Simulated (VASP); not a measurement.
# InAg2 (P-3m1) in VASP: further runs

InAg2 is run at these levels: PBE; tasks: single point, relaxation of cell and atoms.

Everything below comes from runs of VASP 6.6.1. Logs are shortened: lines on timing, memory, paths and dates and some standing lists are left out, and cuts for length are marked.

## (1) The cell of the first run

It takes space group P-3m1 (No. 164, trigonal). The conventional cell has a = 2.992 Å, b = 2.992 Å, c = 7.870 Å, α = 90.00°, β = 90.00°, γ = 120.00°. Within 3.9 Å of In (site symmetry -3m) lie 6 In at 2.99 Å and 6 Ag at 3.12 Å. Ag (site symmetry 3m) has 9 Ag at 2.99 to 3.17 Å and 3 In at 3.12 Å within 3.9 Å.

The cell was generated, and may not be a known phase.

## (2) Single point, PBE

Input file INCAR:

```
SYSTEM = InAg2
PREC = Accurate
ENCUT = 520
EDIFF = 1E-6
ISMEAR = 0
SIGMA = 0.1
LREAL = .FALSE.
LASPH = .TRUE.
NELM = 60
ALGO = Fast
ISIF = 2
LWAVE = .FALSE.
LCHARG = .TRUE.
GGA = PE
LELF = .TRUE.
LVHAR = .TRUE.
NBANDS = 24
```

Input file KPOINTS:

```
regular mesh
0
G
  6 6 2
  0 0 0
```

Input file POSCAR:

```
InAg2
1.0
    2.9916992700      0.0000000000      0.0000000000
   -1.4958496400      2.5908875700      0.0000000000
    0.0000000000      0.0000000000      7.8703313800
In Ag
1 2
Direct
    0.0000000000      0.0000000000      0.0000000000
    0.3333333300      0.6666666700      0.3308602500
    0.6666666700      0.3333333300      0.6691397500
```

Potentials or basis: VASP PAW PBE potentials, release 64 (In_d, Ag).

Started as:

```
cat potpaw_PBE.64/In_d/POTCAR potpaw_PBE.64/Ag/POTCAR > POTCAR
mpirun -np 1 vasp_std > vasp.out
```

OUTCAR:

```text
SYSTEM = InAg2
   PREC = Accurate
   ENCUT = 520
   EDIFF = 1E-6
   ISMEAR = 0
   LREAL = .FALSE.
   LASPH = .TRUE.
   NELM = 60
   ISIF = 2
   GGA = PE

 ion  position               nearest neighbor table
   1  0.000  0.000  0.000-   2 3.12   3 3.12   3 3.12   2 3.12   3 3.12   2 3.12
   2  0.333  0.667  0.331-   1 3.12   1 3.12   1 3.12   3 3.17   3 3.17   3 3.17
   3  0.667  0.333  0.669-   1 3.12   1 3.12   1 3.12   2 3.17   2 3.17   2 3.17

  LATTYP: Found a hexagonal cell.
 ALAT       =     2.9916992700
 C/A-ratio  =     2.6307227665

  Lattice vectors:

 A1 = (   2.9916992700,   0.0000000000,   0.0000000000)
 A2 = (  -1.4958496400,   2.5908875700,   0.0000000000)
 A3 = (   0.0000000000,   0.0000000000,   7.8703313800)

Analysis of symmetry for initial positions (statically):
=====================================================================
 Subroutine PRICEL returns:
 Original cell was already a primitive cell.

 Routine SETGRP: Setting up the symmetry group for a
 hexagonal supercell.

 Subroutine GETGRP returns: Found 12 space group operations
 (whereof 12 operations were pure point group operations)
 out of a pool of 24 trial point group operations.

The static configuration has the point symmetry D_3d.

Analysis of symmetry for dynamics (positions and initial velocities):
=====================================================================
 Subroutine PRICEL returns:
 Original cell was already a primitive cell.

 Routine SETGRP: Setting up the symmetry group for a
 hexagonal supercell.

 Subroutine GETGRP returns: Found 12 space group operations
 (whereof 12 operations were pure point group operations)
 out of a pool of 24 trial point group operations.

The dynamic configuration has the point symmetry D_3d.

 Subroutine INISYM returns: Found 12 space group operations
 (whereof 12 operations are pure point group operations),
 and found     1 'primitive' translations

----------------------------------------------------------------------------------------

                                     Primitive cell

  volume of cell :      61.0042

  direct lattice vectors                    reciprocal lattice vectors
     2.991699270  0.000000000  0.000000000     0.334258196  0.192984060  0.000000000
    -1.495849640  2.590887570  0.000000000     0.000000000  0.385968118  0.000000000
     0.000000000  0.000000000  7.870331380     0.000000000  0.000000000  0.127059453

  length of vectors
     2.991699270  2.991699274  7.870331380     0.385968119  0.385968118  0.127059453

  position of ions in fractional coordinates (direct lattice)
     0.000000000  0.000000000  0.000000000
     0.333333330  0.666666670  0.330860250
     0.666666670  0.333333330  0.669139750

  ion indices of the primitive-cell ions
   primitive index   ion index
                 1           1
                 2           2
                 3           3

----------------------------------------------------------------------------------------

 KPOINTS: regular mesh

Automatic generation of k-mesh.
 Grid dimensions read from file:
 generate k-points for:    6    6    2

 Generating k-lattice:

  Cartesian coordinates                     Fractional coordinates (reciprocal lattice)
     0.055709699  0.032164010  0.000000000     0.166666667  0.000000000  0.000000000
     0.000000000  0.064328020  0.000000000     0.000000000  0.166666667  0.000000000
     0.000000000  0.000000000  0.063529726     0.000000000  0.000000000  0.500000000

  Length of vectors
     0.064328020  0.064328020  0.063529726

  Shift w.r.t. Gamma in fractional coordinates (k-lattice)
     0.000000000  0.000000000  0.000000000

 Subroutine IBZKPT returns following result:
 ===========================================

 Found     14 irreducible k-points:

 Following reciprocal coordinates:
            Coordinates               Weight
  0.000000  0.000000  0.000000      1.000000
  0.166667 -0.000000  0.000000      6.000000
  0.333333 -0.000000  0.000000      6.000000
  0.500000  0.000000  0.000000      3.000000
  0.166667  0.166667  0.000000      6.000000
  0.333333  0.166667  0.000000     12.000000
  0.333333  0.333333  0.000000      2.000000
  0.000000  0.000000  0.500000      1.000000
  0.166667 -0.000000  0.500000      6.000000
  0.333333 -0.000000  0.500000      6.000000
  0.500000  0.000000  0.500000      3.000000
  0.166667  0.166667  0.500000      6.000000
  0.333333  0.166667  0.500000     12.000000
  0.333333  0.333333  0.500000      2.000000
   k-points           NKPTS =     14   k-points in BZ     NKDIM =     14   number of bands    NBANDS=     24
   number of dos      NEDOS =    301   number of ions     NIONS =      3
   total plane-waves  NPLWV =  34560
   dimension x,y,z NGX =    24 NGY =   24 NGZ =   60
   dimension x,y,z NGXF=    48 NGYF=   48 NGZF=  120
   ions per type =               1   2
   NGX,Y,Z   is equivalent  to a cutoff of  13.34, 13.34, 12.67 a.u.
   NGXF,Y,Z  is equivalent  to a cutoff of  26.67, 26.67, 25.35 a.u.
 SYSTEM =  InAg2
   PREC   = accura    normal or accurate (medium, high low for compatibility)
   ISTART =      0    job   : 0-new  1-cont  2-samecut
   ICHARG =      2    charge: 1-file 2-atom 10-const
   ISPIN  =      1    spin polarized calculation?
   LNONCOLLINEAR =      F non collinear calculations
   LSORBIT =      F    spin-orbit coupling
   LASPH  =      T    aspherical Exc in radial PAW
   ENCUT  =  520.0 eV  38.22 Ry    6.18 a.u.   5.56  5.56 14.63*2*pi/ulx,y,z
   NELM   =     60;   NELMIN=  2; NELMDL= -5     # of ELM steps
   EDIFF  = 0.1E-05   stopping-criterion for ELM
   LREAL  =      F    real-space projection
[... 7 lines left out ...]
   TEBEG  =    0.0;   TEEND  =   0.0 temperature during run
   PSTRESS=    0.0 pullay stress
   NELECT =      35.0000    total number of electrons
   NUPDOWN=      -1.0000    fix difference up-down
   EMIN   =  10.00;   EMAX   =-10.00  energy-range for DOS
   EFERMI =   0.00;   METHOD = LEGACY
   ISMEAR =     0;   SIGMA  =   0.10  broadening in eV -4-tet -1-fermi 0-gaus
   EFERMI_NEDOS =   21; number of points for ismear=-14 and -15
   IALGO  =     68    algorithm
   IMIX   =      4    mixing-type and parameters
     AMIX     =   0.40;   BMIX     =  1.00
     AMIX_MAG =   1.60;   BMIX_MAG =  1.00
  volume/ion in A,a.u.               =      20.33       137.23
  Fermi-wavevector in a.u.,A,eV,Ry     =   1.360330  2.570651 25.177557  1.850498
  Thomas-Fermi vector in A             =   2.487002
   LORBIT       =      0    0 simple, 1 ext, 2 COOP (PROOUT), +10 PAW based schemes
   GGA     = PE    functional components
   LHFCALC =     F    Hartree Fock is set to
   AEXX    =    0.0000 exact exchange contribution
   IVDW    =     0    specifies the selected vdW correction
   LEPSILON=     F    determine dielectric tensor
   LRPA    =     F    only Hartree local field effects (RPA)
 non-spin polarized calculation
 RMM-DIIS sequential band-by-band and
 Gauss-broadening in eV      SIGMA  =   0.10
  energy-cutoff  :      520.00
  volume of cell :       61.00
 maximum number of plane-waves:      1685
 NGX is ok and might be reduce to    24
   NGX = 11   NGY = 11   NGZ = 29

 number of electron      34.9999993 magnetization

 Free energy of the ion-electron system (eV)
  ---------------------------------------------------
  ext. energy  EPLUGINS =         0.00000000
  ---------------------------------------------------
  free energy    TOTEN  =        -7.46487506 eV

  energy without entropy =       -7.45312884  energy(sigma->0) =       -7.45900195

 E-fermi :   7.9364     XC(G=0): -11.3107

 val. band max:        7.9168866631   @ k =   0.1667  -0.0000   0.5000
 cond. band min:       8.0813394163   @ k =   0.3333   0.1667   0.5000
 fundamental gap:      0.1644527532
 Fermi energy:         7.9363649676

 k-point     1 :       0.0000    0.0000    0.0000
  band No.  band energies     occupation
      1      -7.2051      2.00000
      2      -7.0407      2.00000
      3      -7.0407      2.00000
      4      -6.6131      2.00000
      5      -6.6131      2.00000
      6      -1.6997      2.00000
[... 16 lines left out ...]
     23      21.1858      0.00000
     24      21.5078      0.00000

 k-point     2 :       0.1667   -0.0000    0.0000
  band No.  band energies     occupation
      1      -7.1648      2.00000
      2      -7.0085      2.00000
      3      -6.8842      2.00000
      4      -6.7326      2.00000
      5      -6.6366      2.00000
      6      -1.0734      2.00000
[... 16 lines left out ...]
     23      20.2756      0.00000
     24      20.3574      0.00000

 k-point     3 :       0.3333   -0.0000    0.0000
  band No.  band energies     occupation
      1      -7.3145      2.00000
      2      -6.9546      2.00000
      3      -6.7426      2.00000
      4      -6.6835      2.00000
      5      -6.5566      2.00000
      6       0.8032      2.00000
[... 16 lines left out ...]
     23      15.2797      0.00000
     24      16.2133      0.00000

 k-point     4 :       0.5000    0.0000    0.0000
  band No.  band energies     occupation
      1      -7.3966      2.00000
      2      -7.0583      2.00000
      3      -6.7067      2.00000
      4      -6.6158      2.00000
      5      -6.3848      2.00000
      6       2.2167      2.00000
[... 16 lines left out ...]
     23      15.2649      0.00000
     24      17.1987      0.00000

 k-point     5 :       0.1667    0.1667    0.0000
  band No.  band energies     occupation
      1      -7.1257      2.00000
      2      -6.9844      2.00000
      3      -6.8795      2.00000
      4      -6.6942      2.00000
      5      -6.6213      2.00000
      6       0.2007      2.00000
[... 181 lines left out ...]
 k-point    12 :       0.1667    0.1667    0.5000
  band No.  band energies     occupation
      1      -7.1257      2.00000
      2      -6.9844      2.00000
      3      -6.8797      2.00000
      4      -6.6941      2.00000
      5      -6.6213      2.00000
      6       0.2322      2.00000
[... 16 lines left out ...]
     23      16.9543      0.00000
     24      18.6054      0.00000

 k-point    13 :       0.3333    0.1667    0.5000
  band No.  band energies     occupation
      1      -7.1967      2.00000
      2      -7.0010      2.00000
      3      -6.7673      2.00000
      4      -6.7199      2.00000
      5      -6.5094      2.00000
      6       2.1566      2.00000
[... 16 lines left out ...]
     23      15.2041      0.00000
     24      15.5147      0.00000

 k-point    14 :       0.3333    0.3333    0.5000
  band No.  band energies     occupation
      1      -6.9178      2.00000
      2      -6.9178      2.00000
      3      -6.8351      2.00000
      4      -6.8351      2.00000
      5      -6.6794      2.00000
      6       2.8463      2.00000
[... 16 lines left out ...]
     23      14.6702      0.00000
     24      14.8802      0.00000

------------------------ aborting loop because EDIFF is reached ----------------------------------------

  FORCE on cell =-STRESS in cart. coord.  units (eV):
  Direction    XX          YY          ZZ          XY          YZ          ZX
  --------------------------------------------------------------------------------------
  -------------------------------------------------------------------------------------
  Total        1.3236033      1.3236033     -2.0529894     -0.0000000      0.0000000      0.0000000
  in kB       34.7623327     34.7623327    -53.9184950     -0.0000001      0.0000000      0.0000000
  external PRESSURE =       5.2020568 kB  Pullay stress =       0.0000000 kB

 VOLUME and BASIS-vectors are now :
 -----------------------------------------------------------------------------
  energy-cutoff  :      520.00
  volume of cell :       61.00
      direct lattice vectors                 reciprocal lattice vectors
     2.991699270  0.000000000  0.000000000     0.334258196  0.192984060  0.000000000
    -1.495849640  2.590887570  0.000000000     0.000000000  0.385968118  0.000000000
     0.000000000  0.000000000  7.870331380     0.000000000  0.000000000  0.127059453

 POSITION                                       TOTAL-FORCE (eV/Angst)
 -----------------------------------------------------------------------------------
      0.00000      0.00000      0.00000        -0.000000      0.000000     -0.000000
     -0.00000      1.72726      2.60398         0.000000      0.000000      0.429774
      1.49585      0.86363      5.26635        -0.000000     -0.000000     -0.429774
 -----------------------------------------------------------------------------------
    total drift:                                0.000000      0.000000      0.000000

  FREE ENERGIE OF THE ION-ELECTRON SYSTEM (eV)
  ---------------------------------------------------
  free  energy   TOTEN  =        -7.4648750566 eV

  energy  without entropy=       -7.4531288448  energy(sigma->0) =       -7.45900195
```

Run time: 22 s. Hardware: 1 thread of Intel Xeon Platinum 8488C (Sapphire Rapids), shared host; peak memory 0.18 GiB.

What came out:

```yaml
Free_energy: -7.4649 eV
Pressure: 0.5 GPa
Largest_force: 0.430 eV/Å
Band_gap_on_the_k_mesh: zero (an odd number of electrons rules out a gap without spin polarisation)
```

Forces in eV/Å, atoms in the order of the input:
```
In   0.000  0.000  0.000
Ag   0.000  0.000  0.430
Ag   0.000  0.000 -0.430
```

Levels at points of the mesh, in eV from the Fermi level:
| k point | band 14 | band 15 | band 16 | band 17 | band 18 | band 19 | band 20 | band 21 | band 22 | band 23 |
| --- | --- | --- | --- | --- | --- | --- | --- | --- | --- | --- |
| (0.00, 0.00, 0.00) | -4.35 | -3.85 | -3.85 | -3.62 | -3.62 | 3.35 | 3.94 | 12.89 | 13.25 | 13.25 |
| (0.50, 0.00, 0.00) | -3.17 | -3.14 | -2.26 | -2.22 | 0.43 | 1.23 | 2.82 | 3.48 | 7.24 | 7.33 |
| (0.00, 0.00, 0.50) | -3.86 | -3.86 | -3.61 | -3.61 | -2.11 | -0.35 | 9.16 | 9.37 | 12.93 | 13.17 |
| (0.50, 0.00, 0.50) | -3.17 | -3.14 | -2.58 | -2.40 | -0.10 | 1.43 | 4.50 | 4.52 | 5.49 | 6.01 |

Caveat: the k points lie up to 0.40 Å⁻¹ apart, too coarse for converged energies and pressures of a metal; spin-orbit coupling is left out, which moves the levels of the heavy elements.

## (3) Single point, PBE

This run uses another cell than the first one, of 20.67 Å³/atom.

Input file INCAR:

```
SYSTEM = InAg2
PREC = Accurate
ENCUT = 520
EDIFF = 1E-6
ISMEAR = 0
SIGMA = 0.1
LREAL = .False.
LASPH = .True.
NELM = 60
ALGO = Normal
ISIF = 2
LWAVE = .False.
LCHARG = .False.
GGA = PE
NBANDS = 24
```

Input file KPOINTS:

```
Automatic mesh
0
Gamma
  6 6 2
  0 0 0
```

Input file POSCAR:

```
InAg2
1.0
    3.2682281527      0.0000000032      0.0000000000
   -1.6341140791      2.8303686040      0.0000000000
    0.0000000000      0.0000000000      6.7026543274
In Ag
1 2
Direct
    0.0000000000      0.0000000000      0.0000000000
    0.3333333333      0.6666666667      0.3382769670
    0.6666666667      0.3333333333      0.6617230330
```

Potentials or basis: VASP PAW PBE potentials, release 64 (In_d, Ag).

Started as:

```
cat potpaw_PBE.64/In_d/POTCAR potpaw_PBE.64/Ag/POTCAR > POTCAR
mpirun -np 1 vasp_std > vasp.out
```

Run time: 16 s. Hardware: 1 thread of Intel Xeon Platinum 8488C (Sapphire Rapids), shared host; peak memory 0.17 GiB.

Results (log left out):

```
Free energy            : -7.8687 eV
Pressure               : 0.0 GPa
Largest force          : 0.007 eV/Å
Band gap on the k mesh : zero (an odd number of electrons rules out a gap without spin polarisation)
```

Forces on the atoms (eV/Å):
```
In   0.000  0.000  0.000
Ag   0.000  0.000  0.007
Ag   0.000  0.000 -0.007
```

Stress tensor (GPa, compression positive):
```
 0.06  0.00  0.00
 0.00  0.06  0.00
 0.00  0.00 -0.16
```

Levels at points of the mesh, in eV from the Fermi level:
```tsv
k point	band 15	band 16	band 17	band 18	band 19	band 20	band 21	band 22
(0.00, 0.00, 0.00)	-3.65	-3.62	-3.62	-3.57	7.45	8.44	10.37	10.37
(0.50, 0.00, 0.00)	-3.42	-2.48	-1.78	0.40	1.63	2.68	3.45	5.52
(0.00, 0.00, 0.50)	-3.97	-3.56	-3.56	-0.30	2.79	10.15	10.15	11.82
(0.50, 0.00, 0.50)	-3.45	-2.34	-2.24	-0.65	0.60	6.02	6.08	6.21
```

Caveat: the k points lie up to 0.47 Å⁻¹ apart, too coarse for converged energies and pressures of a metal; spin-orbit coupling is left out, which moves the levels of the heavy elements.

## (4) Single point, PBE

This run uses another cell than the first one, of 20.46 Å³/atom.

Input file INCAR:

```
  PREC = Accurate
  ENCUT = 520
  EDIFF = 1E-6
  ISMEAR = 0
  SIGMA = 0.1
  LREAL = False
  LASPH = True
  NELM = 100
  ALGO = Normal
  ISIF = 2
  LWAVE = False
  LCHARG = True
  GGA = PE
  LELF = True
  LVHAR = True
  NBANDS = 24
```

Input file KPOINTS:

```
regular mesh
0
Gamma
  6 6 4
```

Input file POSCAR:

```
InAg2
1.0
    3.2513188594      0.0000000000      0.0000000000
   -1.6256594297      2.8157247281      0.0000000000
    0.0000000000      0.0000000000      6.7042427743
In Ag
1 2
Direct
    0.0000000000      0.0000000000      0.0000000000
    0.3333333333      0.6666666667      0.3389226777
    0.6666666667      0.3333333333      0.6610773223
```

Potentials or basis: VASP PAW PBE potentials, release 64 (In_d, Ag).

Started as:

```
cat potpaw_PBE.64/In_d/POTCAR potpaw_PBE.64/Ag/POTCAR > POTCAR
mpirun -np 1 vasp_std > vasp.out
```

OUTCAR:

```text
PREC = Accurate
   ENCUT = 520
   EDIFF = 1E-6
   ISMEAR = 0
   LREAL = False
   LASPH = True
   NELM = 100
   ISIF = 2
   GGA = PE

 ion  position               nearest neighbor table
   1  0.000  0.000  0.000-   2 2.95   3 2.95   3 2.95   2 2.95   3 2.95   2 2.95
   2  0.333  0.667  0.339-   3 2.86   3 2.86   3 2.86   1 2.95   1 2.95   1 2.95
   3  0.667  0.333  0.661-   2 2.86   2 2.86   2 2.86   1 2.95   1 2.95   1 2.95

  LATTYP: Found a hexagonal cell.
 ALAT       =     3.2513188594
 C/A-ratio  =     2.0620071621

  Lattice vectors:
[... 836 lines left out ...]

  FORCE on cell =-STRESS in cart. coord.  units (eV):
  Direction    XX          YY          ZZ          XY          YZ          ZX
  --------------------------------------------------------------------------------------
  -------------------------------------------------------------------------------------
  Total        0.0484123      0.0484123      0.0916503      0.0000000     -0.0000000      0.0000000
  in kB        1.2637658      1.2637658      2.3924624      0.0000000     -0.0000000      0.0000000
  external PRESSURE =       1.6399980 kB  Pullay stress =       0.0000000 kB

 VOLUME and BASIS-vectors are now :
 -----------------------------------------------------------------------------
  energy-cutoff  :      520.00
  volume of cell :       61.38
      direct lattice vectors                 reciprocal lattice vectors
     3.251318859  0.000000000  0.000000000     0.307567496  0.177574177  0.000000000
    -1.625659430  2.815724728  0.000000000     0.000000000  0.355148353  0.000000000
     0.000000000  0.000000000  6.704242774     0.000000000  0.000000000  0.149159276

 POSITION                                       TOTAL-FORCE (eV/Angst)
 -----------------------------------------------------------------------------------
      0.00000      0.00000      0.00000        -0.000000      0.000000      0.000000
     -0.00000      1.87715      2.27222        -0.000000      0.000000     -0.000278
      1.62566      0.93857      4.43202         0.000000     -0.000000      0.000278
 -----------------------------------------------------------------------------------
    total drift:                                0.000000     -0.000000      0.000000

  FREE ENERGIE OF THE ION-ELECTRON SYSTEM (eV)
  ---------------------------------------------------
  free  energy   TOTEN  =        -7.7944076387 eV

  energy  without entropy=       -7.7826041546  energy(sigma->0) =       -7.78850590
```

Run time: 25 s. Hardware: 1 thread of Intel Xeon Platinum 8488C (Sapphire Rapids), shared host; peak memory 0.19 GiB.

What came out:

- Free energy: -7.7944 eV
- Pressure: 0.2 GPa
- Band gap on the k mesh: zero (an odd number of electrons rules out a gap without spin polarisation)

Levels at points of the mesh, in eV from the Fermi level:
```csv
k point,band 16,band 17,band 18,band 19,band 20,band 21
"(0.00, 0.00, 0.00)",-3.50,-3.50,-3.48,7.46,8.52,10.54
"(0.50, 0.00, 0.00)",-2.38,-1.72,0.51,1.72,2.82,3.58
"(0.00, 0.00, 0.50)",-3.45,-3.45,-0.27,2.84,10.33,10.33
"(0.50, 0.00, 0.50)",-2.26,-2.22,-0.53,0.76,6.11,6.14
```

Caveat: the k points lie up to 0.37 Å⁻¹ apart, too coarse for converged energies and pressures of a metal; spin-orbit coupling is left out, which moves the levels of the heavy elements.

[end of part 1 of 2]

The gap in the log of VASP goes by the Fermi energy; the results here count the filled bands.